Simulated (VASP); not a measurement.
Here is a VASP 6.6.1 calculation.

File INCAR:

```
PREC = Accurate
ENCUT = 520
EDIFF = 1E-6
ISMEAR = 1
SIGMA = 0.2
LREAL = False
LASPH = True
NELM = 60
ALGO = Normal
ISIF = 2
LWAVE = False
LCHARG = True
GGA = CA
LELF = True
LVHAR = True
NBANDS = 21
```

File KPOINTS:

```
regular mesh
0
Gamma
  13 13 8
```

POSCAR

```
Ru
1.0
    2.6775346364      0.0000000000      0.0000000000
   -1.3387673182      2.3188130146      0.0000000000
    0.0000000000      0.0000000000      4.2181251212
Ru
2
Direct
    0.3333333333      0.6666666667      0.2500000000
    0.6666666667      0.3333333333      0.7500000000
```

Potentials or basis: VASP PAW LDA potentials, release 64 (Ru_pv).

Run with:

```console
$ cat potpaw_LDA.64/Ru_pv/POTCAR > POTCAR
$ mpirun -np 1 vasp_std > vasp.out
```

**Question.** Estimate the pressure.

**Answer.** 0.7 GPa.

**Question.** What does it give for the band gap on the k mesh?

**Answer.** Zero (bands 14 and 15 overlap by 3.28 eV).

Stress tensor (GPa, compression positive):
```
0.93 0.00 0.00
0.00 0.93 0.00
0.00 0.00 0.34
```
